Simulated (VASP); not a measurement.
The system is NaH.

```
CELL_PARAMETERS angstrom
0.00000 2.47211 2.47211
2.47211 0.00000 2.47211
2.47211 2.47211 0.00000
ATOMIC_POSITIONS crystal
Na 0.00000 0.00000 0.00000
H 0.50000 0.50000 0.50000
```

Base run:

```yaml
Program: VASP 6.6.1
Functional: PBEsol
Potentials_or_basis: VASP PAW PBE potentials, release 64 (Na_pv, H)
Cutoff: 520 eV
k_mesh: 9 × 9 × 9
Occupations: fermi-dirac, width 0.03 eV
Spin: no spin polarisation
```

Its results: band gap on the k mesh 3.75 eV (least direct gap 4.46 eV); pressure -1.9 GPa.

Q: The run is repeated on the same cell with these changes: functional from PBEsol to PBE. What comes out?

A: Band gap on the k mesh 3.94 eV (least direct gap 4.61 eV); pressure -1.4 GPa.

PBE binds less tightly than PBEsol, so the same cell stands under more pressure.

Caveats: an odd mesh through Γ misses points on the zone boundary, where band edges can lie; the PAW data sets were made with another functional, which shifts forces and pressure a little (at least some runs).
